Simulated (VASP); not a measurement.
**Rb: single point with PBE**

Rb:

```
CELL_PARAMETERS angstrom
-2.83642 2.83642 2.83642
2.83642 -2.83642 2.83642
2.83642 2.83642 -2.83642
ATOMIC_POSITIONS crystal
Rb 0.00000 0.00000 0.00000
```

```yaml
Program: VASP 6.6.1
Task: single point
Functional: PBE
Potentials_or_basis: VASP PAW PBE potentials, release 64 (Rb_sv)
Cutoff: 520 eV
k_mesh: 8 × 8 × 8
Occupations: fermi-dirac, width 0.05 eV
Spin: no spin polarisation
```

The pressure is 0.0 GPa.

Levels at points of the mesh, in eV from the Fermi level:
| k point | band 2 | band 3 | band 4 | band 5 | band 6 | band 7 |
| --- | --- | --- | --- | --- | --- | --- |
| (0.00, 0.00, 0.00) | -12.97 | -12.97 | -12.97 | -1.99 | 3.65 | 3.65 |
| (0.50, 0.00, 0.00) | -13.06 | -13.00 | -12.97 | 0.22 | 0.76 | 2.56 |
| (0.50, 0.50, 0.50) | -13.04 | -13.04 | -13.04 | 1.24 | 1.24 | 3.22 |

It took 20 s on 1 thread of Intel(R) Xeon(R) Platinum 8375C CPU @ 2.90GHz (Ice Lake), with other jobs on the host, peak memory 0.23 GiB.
